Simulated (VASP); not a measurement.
## PbO: single point with PBE

The system is PbO.

```
CELL_PARAMETERS angstrom
0.00000 2.86987 2.79878
2.86987 0.00000 2.79878
2.86987 2.86987 0.00000
ATOMIC_POSITIONS crystal
Pb 0.00000 0.00000 0.00000
O 0.25000 0.25000 0.25000
```

This cell differs from its parent crystal: biaxial xy strain +2.5%.

```json
{
  "Program": "VASP 6.6.1",
  "Task": "single point",
  "Functional": "PBE",
  "Potentials or basis": "VASP PAW PBE potentials, release 64 (Pb_d, O)",
  "Cutoff": "520 eV",
  "k mesh": "8 × 8 × 8",
  "Occupations": "fermi-dirac, width 0.02 eV",
  "Spin": "no spin polarisation",
  "Dipole correction": "no",
  "Further INCAR settings": "ALGO = Normal; EDIFF = 1e-07; NBANDS = 17"
}
```

The pressure is -1.0 GPa. The band gap on the k mesh is 0.53 eV, indirect (least direct gap 0.72 eV).

Stress tensor (GPa, compression positive):
```
-1.04  0.00  0.00
 0.00 -1.04  0.00
 0.00  0.00 -0.76
```

Levels at points of the mesh, in eV from the valence-band top:
```
           k point  band 6  band 7  band 8  band 9  band 10  band 11  band 12  band 13  band 14  band 15
(0.00, 0.00, 0.00)  -16.27   -6.84   -2.09   -2.09    -2.03     5.06     5.14     5.14     7.89    11.86
(0.50, 0.00, 0.00)  -15.65   -7.68   -2.55   -2.47    -2.13     2.43     5.24     5.40     8.67    11.58
(0.50, 0.50, 0.00)  -15.48   -7.60   -3.29   -3.29    -0.26     0.53     5.63     5.63     6.43    10.63
(0.50, 0.00, 0.50)  -15.53   -7.73   -3.21   -3.20    -0.17     0.54     5.59     5.84     6.41    10.71
```

It took 35 s on 1 thread of Intel(R) Xeon(R) Platinum 8488C (Sapphire Rapids) (shared host), peak memory 0.19 GiB.

Caveat: the cell differs from its parent crystal (biaxial xy strain +2.5%); spin-orbit coupling is left out, which moves the levels of the heavy elements. A k mesh can miss the band edges.
